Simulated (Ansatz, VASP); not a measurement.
## In in VASP and in Ansatz

```
In
1.0
     0.00000    2.33123    2.45220
     2.23447    0.00000    2.45220
     2.23447    2.33123    0.00000
In
1
Direct
  0.00000 0.00000 0.00000
```

Alike in both runs: functional PBEsol; k mesh 20 × 20 × 20; occupations gaussian, width 0.1 eV; no spin polarisation.

Ansatz relaxed the structure, and its values are those at the end. VASP's run is a single point on that final structure, the one shown.

|  | VASP | Ansatz |
| --- | --- | --- |
| version | VASP 6.6.1 | Ansatz 0.2.0 |
| potentials or method | VASP PAW PBE potentials, release 64 (In_d), cutoff 520 eV | scalar-relativistic, plane waves, PAW |
| valence electrons in the cell | 13 | 13 |

```tsv
	VASP	Ansatz	Ansatz less VASP
gap on the k mesh at the Fermi level (eV)	none	none	-
pressure (GPa)	-0.1	0.0	+0.04
```

VASP's potentials were made for PBE, not for PBEsol. A gap of «none» marks a metal or a gap that the smearing closes.
